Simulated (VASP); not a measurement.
# BN (P6_3/mmc) in VASP: further runs

BN is run at these levels: LDA; tasks: elastic constants.

Program: VASP 6.6.1. These are calculated values, not measurements. Logs are shortened: lines on timing, memory, paths and dates and some standing lists are left out, and cuts for length are marked.

### Step 1. The cell of the first run

It takes space group P6_3/mmc (No. 194, hexagonal). Conventional cell: a = 2.466 Å, b = 2.466 Å, c = 5.387 Å, α = 90.00°, β = 90.00°, γ = 120.00°. Within 1.9 Å of B (site symmetry -6m2) lie 3 N at 1.42 Å. N (site symmetry -6m2) has 3 B at 1.42 Å within 1.9 Å.

### Step 2. Elastic constants, LDA

INCAR

```
SYSTEM = BN
PREC     = Accurate       ! precision mode
ENCUT    = 600            ! plane-wave cutoff, eV
EDIFF    = 1E-8           ! SCF threshold, eV
ISMEAR   = 0              ! smearing method
SIGMA    = 0.01           ! smearing width, eV
LREAL    = .FALSE.        ! projectors in reciprocal space
LASPH    = .TRUE.         ! aspherical terms in the spheres
NELM     = 100            ! most SCF steps
ALGO     = Normal         ! electronic algorithm
ISIF     = 3              ! what is computed and relaxed
LWAVE    = .FALSE.        ! write WAVECAR
LCHARG   = .FALSE.        ! write CHGCAR
GGA      = CA             ! functional
IBRION   = 6              ! ionic algorithm
NFREE    = 2            
POTIM    = 0.015          ! step
NSW      = 1              ! ionic steps
```

KPOINTS

```
regular mesh
0
G
  10 10 4
  0 0 0
```

POSCAR

```
BN
1.0
    2.4658216558      0.0000000000      0.0000000000
   -1.2329108279      2.1354641951      0.0000000000
    0.0000000000      0.0000000000      5.3869097413
B N
2 2
Direct
    0.3333333333      0.6666666667      0.2500000000
    0.6666666667      0.3333333333      0.7500000000
    0.3333333333      0.6666666667      0.7500000000
    0.6666666667      0.3333333333      0.2500000000
```

Potentials or basis: VASP PAW LDA potentials, release 64 (B, N).

Started as:

```console
> cat potpaw_LDA.64/B/POTCAR potpaw_LDA.64/N/POTCAR > POTCAR
> mpirun -np 1 vasp_std > vasp.out
```

OUTCAR:

```text
SYSTEM = BN
   PREC = Accurate
   ENCUT = 600
   EDIFF = 1E-8
   ISMEAR = 0
   LREAL = .FALSE.
   LASPH = .TRUE.
   NELM = 100
   ISIF = 3
   GGA = CA
   IBRION = 6
   NFREE = 2
   POTIM = 0.015
   NSW = 1

 ion  position               nearest neighbor table
   1  0.333  0.667  0.250-   4 1.42   4 1.42   4 1.42
   2  0.667  0.333  0.750-   3 1.42   3 1.42   3 1.42
   3  0.333  0.667  0.750-   2 1.42   2 1.42   2 1.42
   4  0.667  0.333  0.250-   1 1.42   1 1.42   1 1.42

  LATTYP: Found a hexagonal cell.
 ALAT       =     2.4658216558
 C/A-ratio  =     2.1846307208

  Lattice vectors:

 A1 = (   2.4658216558,   0.0000000000,   0.0000000000)
 A2 = (  -1.2329108279,   2.1354641951,   0.0000000000)
 A3 = (   0.0000000000,   0.0000000000,   5.3869097413)

Analysis of symmetry for initial positions (statically):
=====================================================================
 Subroutine PRICEL returns:
 Original cell was already a primitive cell.

 Routine SETGRP: Setting up the symmetry group for a
 hexagonal supercell.

 Subroutine GETGRP returns: Found 24 space group operations
 (whereof 12 operations were pure point group operations)
 out of a pool of 24 trial point group operations.

The static configuration has the point symmetry D_3d.
 The point group associated with its full space group is D_6h.

Analysis of symmetry for dynamics (positions and initial velocities):
=====================================================================
 Subroutine PRICEL returns:
 Original cell was already a primitive cell.

 Routine SETGRP: Setting up the symmetry group for a
 hexagonal supercell.

 Subroutine GETGRP returns: Found 24 space group operations
 (whereof 12 operations were pure point group operations)
 out of a pool of 24 trial point group operations.

The dynamic configuration has the point symmetry D_3d.
 The point group associated with its full space group is D_6h.

 Subroutine INISYM returns: Found 24 space group operations
 (whereof 12 operations are pure point group operations),
 and found     1 'primitive' translations

----------------------------------------------------------------------------------------

                                     Primitive cell

  volume of cell :      28.3657

  direct lattice vectors                    reciprocal lattice vectors
     2.465821656  0.000000000  0.000000000     0.405544334  0.234141130  0.000000000
    -1.232910828  2.135464195  0.000000000     0.000000000  0.468282260  0.000000000
     0.000000000  0.000000000  5.386909741     0.000000000  0.000000000  0.185635188

  length of vectors
     2.465821656  2.465821656  5.386909741     0.468282260  0.468282260  0.185635188

  position of ions in fractional coordinates (direct lattice)
     0.333333333  0.666666667  0.250000000
     0.666666667  0.333333333  0.750000000
     0.333333333  0.666666667  0.750000000
     0.666666667  0.333333333  0.250000000

  ion indices of the primitive-cell ions
   primitive index   ion index
                 1           1
                 2           2
                 3           3
                 4           4

----------------------------------------------------------------------------------------

 KPOINTS: regular mesh

[... 120 lines left out ...]

  FORCE on cell =-STRESS in cart. coord.  units (eV):
  Direction    XX          YY          ZZ          XY          YZ          ZX
  --------------------------------------------------------------------------------------
  -------------------------------------------------------------------------------------
  Total        2.7846725      2.7846725      2.6169242      0.0000000     -0.0000000      0.0000000
  in kB      157.2863565    157.2863565    147.8114460      0.0000000     -0.0000000      0.0000000
  external PRESSURE =     154.1280530 kB  Pullay stress =       0.0000000 kB
[... 95 lines left out ...]
  FREE ENERGIE OF THE ION-ELECTRON SYSTEM (eV)
  ---------------------------------------------------
  free  energy   TOTEN  =       -38.2923740979 eV

  energy  without entropy=      -38.2923740979  energy(sigma->0) =      -38.29237410

[... ionic steps 4 to 18 ...]

--------------------------------------- Ionic step       19  -------------------------------------------

 number of electron      16.0000000 magnetization

------------------------ aborting loop because EDIFF is reached ----------------------------------------
[... 71 lines left out ...]
--------------------------------------- Ionic step       21  -------------------------------------------

 number of electron      15.9999999 magnetization

 Free energy of the ion-electron system (eV)
  ---------------------------------------------------
  ext. energy  EPLUGINS =         0.00000000
  ---------------------------------------------------
  free energy    TOTEN  =       -38.35790010 eV

  energy without entropy =      -38.35790010  energy(sigma->0) =      -38.35790010

 E-fermi :   4.6579     XC(G=0): -11.9138

 val. band max:        4.5856268168   @ k =   0.3000   0.2000   0.0000
 cond. band min:       8.3511364875   @ k =   0.5000  -0.0000   0.2500
 fundamental gap:      3.7655096707
 Fermi energy:         4.6578939396

 k-point     1 :       0.0000    0.0000    0.0000
  band No.  band energies     occupation
      1     -14.0231      2.00000
      2     -12.7712      2.00000
      3      -3.4783      2.00000
      4       1.8034      2.00000
      5       2.9700      2.00000
      6       2.9700      2.00000
      7       3.2042      2.00000
      8       3.2042      2.00000
      9      11.5631      0.00000
     10      15.9030      0.00000
     11      15.9030      0.00000
     12      16.4586      0.00000
[... 331 lines left out ...]
 k-point    24 :       0.4000    0.1000    0.2500
  band No.  band energies     occupation
      1     -10.3779      2.00000
      2     -10.0427      2.00000
      3      -4.5095      2.00000
      4      -4.2695      2.00000
      5      -0.4991      2.00000
      6      -0.2227      2.00000
      7       2.1068      2.00000
      8       4.2020      2.00000
      9       8.6887      0.00000
     10      10.7399      0.00000
     11      15.3137      0.00000
     12      15.7206      0.00000

 [... further k-points ...]
[... 5 lines left out ...]
  --------------------------------------------------------------------------------------
  -------------------------------------------------------------------------------------
  Total        2.7836313      2.7836313      2.6129932     -0.0000000     -0.0000000      0.0000000
  in kB      157.2275453    157.2275453    147.5894151     -0.0000000     -0.0000000      0.0000000
  external PRESSURE =     154.0148352 kB  Pullay stress =       0.0000000 kB
[... 19 lines left out ...]
  FREE ENERGIE OF THE ION-ELECTRON SYSTEM (eV)
  ---------------------------------------------------
  free  energy   TOTEN  =       -38.3579001021 eV

  energy  without entropy=      -38.3579001021  energy(sigma->0) =      -38.35790010

 INTERNAL STRAIN TENSORS FROM STRAINED CELLS
 ============================================

 INTERNAL STRAIN TENSOR FOR ION    1 for displacements in x,y,z  (eV/Angst):
          X           Y           Z          XY          YZ          ZX
  --------------------------------------------------------------------------------
  x     0.00000    -0.00000    -0.00000   -15.99013     0.00000     0.00000
  y   -16.03569    16.08529    -0.00000    -0.00015     0.00012    -0.00003
  z    -0.00000     0.00000     0.00000     0.00000     0.00076     0.00000

 INTERNAL STRAIN TENSORS FROM DISPLACED ATOMS
 ============================================

 INTERNAL STRAIN TENSOR FOR ION    1 for displacements in x,y,z  (eV/Angst):
          X           Y           Z          XY          YZ          ZX
  --------------------------------------------------------------------------------
  x     0.00000     0.00000     0.00000   -16.01193     0.00000     0.00000
  y   -16.01193    16.01193     0.00000     0.00000     0.00000     0.00000
  z     0.00000     0.00000    -0.00000     0.00000     0.00000     0.00000

 INTERNAL STRAIN TENSOR FOR ION    4 for displacements in x,y,z  (eV/Angst):
          X           Y           Z          XY          YZ          ZX
  --------------------------------------------------------------------------------
  x     0.00000     0.00000     0.00000    17.14310     0.00000     0.00000
  y    17.14310   -17.14310     0.00000    -0.00000     0.00000     0.00000
  z    -0.00000    -0.00000     0.00000     0.00000     0.00000     0.00000

 Eigenvectors and eigenvalues of the dynamical matrix
 ----------------------------------------------------

   1 f  =   43.061877 THz   270.565750 2PiTHz 1436.389589 cm-1   178.089532 meV
             X         Y         Z           dx          dy          dz
     -0.000000  1.423643  1.346727    -0.527946   -0.000001    0.000000
      1.232911  0.711821  4.040182     0.527946    0.000001    0.000000
     -0.000000  1.423643  4.040182    -0.470396   -0.000001   -0.000000
      1.232911  0.711821  1.346727     0.470396    0.000001   -0.000000
[... 71 lines left out ...]
  12 f/i=    0.001909 THz     0.011996 2PiTHz    0.063684 cm-1     0.007896 meV
             X         Y         Z           dx          dy          dz
     -0.000000  1.423643  1.346727    -0.430819    0.179530   -0.000000
      1.232911  0.711821  4.040182    -0.430819    0.179530   -0.000000
     -0.000000  1.423643  4.040182    -0.490321    0.204325   -0.000000
      1.232911  0.711821  1.346727    -0.490321    0.204325   -0.000000

--------------------------------------------------------------------------------------------------------

 ELASTIC MODULI CONTR FROM IONIC RELAXATION (kBar)
 Direction    XX          YY          ZZ          XY          YZ          ZX
 --------------------------------------------------------------------------------
 XX        -736.9226    736.9226     -0.0000     -0.0000      0.0000      0.0000
 YY         736.9226   -736.9226      0.0000      0.0000     -0.0000      0.0000
 ZZ          -0.0000      0.0000     -0.0000      0.0000      0.0000      0.0000
 XY          -0.0000      0.0000      0.0000   -736.9226     -0.0000      0.0000
 YZ           0.0000     -0.0000      0.0000     -0.0000     -0.0000      0.0000
 ZX           0.0000      0.0000      0.0000      0.0000      0.0000      0.0000
 --------------------------------------------------------------------------------

 TOTAL ELASTIC MODULI (kBar)
 Direction    XX          YY          ZZ          XY          YZ          ZX
 --------------------------------------------------------------------------------
 XX       11377.0009   2945.2569    216.5166     -0.0000      0.0000      0.0000
 YY        2945.2569  11377.0009    216.5166      0.0000     -0.0000      0.0000
 ZZ         216.5166    216.5166   1293.9164      0.0000     -0.0000      0.0000
 XY          -0.0000      0.0000      0.0000   4215.8720     -0.0000     -0.0000
 YZ           0.0000      0.0000     -0.0000     -0.0000    270.6461      0.0000
 ZX           0.0000      0.0000      0.0000      0.0000      0.0000    270.6463
 --------------------------------------------------------------------------------
```

Run time: 6 min. Hardware: 1 thread of Intel Xeon Platinum 8488C (Sapphire Rapids), shared host; peak memory 0.24 GiB.

Results:

```yaml
Voigt_bulk_modulus: 342 GPa
Highest_phonon_frequency_at_Γ_LO-TO_splitting_left_out: 1436 cm⁻¹
```

Phonon frequencies in cm⁻¹ (negative: imaginary):
```csv
q point,frequencies
"(0.000, 0.000, 0.000)",0 0 0 118 118 290 604 797 1429 1429 1436 1436
```

Elastic tensor in Voigt notation (GPa, in the Cartesian axes of the cell as first typed):
```
1138  295   22    0    0    0
 295 1138   22    0    0    0
  22   22  129    0    0    0
   0    0    0   27    0    0
   0    0    0    0   27    0
   0    0    0    0    0  422
```

Clamped-ion elastic tensor (GPa):
```
1211  221   22    0    0    0
 221 1211   22    0    0    0
  22   22  129    0    0    0
   0    0    0   27    0    0
   0    0    0    0   27    0
   0    0    0    0    0  495
```

Caveat: the cell is under stress, which shifts elastic constants.

[end of part 1 of 2]
